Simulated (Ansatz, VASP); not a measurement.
# LiNbO3: VASP beside Ansatz

```
CELL_PARAMETERS angstrom
2.79435 1.61332 4.75177
-2.79435 1.61332 4.75177
0.00000 -3.22664 4.75177
ATOMIC_POSITIONS crystal
Li 0.25000 0.25000 0.25000
Li 0.75000 0.75000 0.75000
Nb 0.00000 0.00000 0.00000
Nb 0.50000 0.50000 0.50000
O 0.13034 0.36966 0.75000
O 0.75000 0.13034 0.36966
O 0.36966 0.75000 0.13034
O 0.86966 0.63034 0.25000
O 0.25000 0.86966 0.63034
O 0.63034 0.25000 0.86966
```

Alike in both runs: task single point; functional PBE; k mesh 6 × 6 × 6; occupations gaussian, width 0.05 eV; no spin polarisation.

```csv
,VASP,Ansatz
version,VASP 6.6.1,Ansatz 0.2.0
potentials or method,"VASP PAW PBE potentials, release 64 (Li_sv, Nb_sv, O), cutoff 520 eV","scalar-relativistic, plane waves, PAW"
valence electrons in the cell,68,68
```

Ansatz gave:

| Quantity | Value |
| --- | --- |
| gap on the k mesh at the Fermi level (eV) | 1.97 |
| least direct gap on the mesh (eV) | 2.03 |
| rms of the force components (eV/Å) | 0.446 |

Task: What did VASP give for the same quantities?

Result: gap on the k mesh at the Fermi level (eV): 1.95; least direct gap on the mesh (eV): 2.02; rms of the force components (eV/Å): 0.448.

Atom by atom the forces differ by 0.002 eV/Å (rms over components).

Noted on VASP's run: the cutoff is under 1.25 times that of the potentials, so the pressure is a little rough.
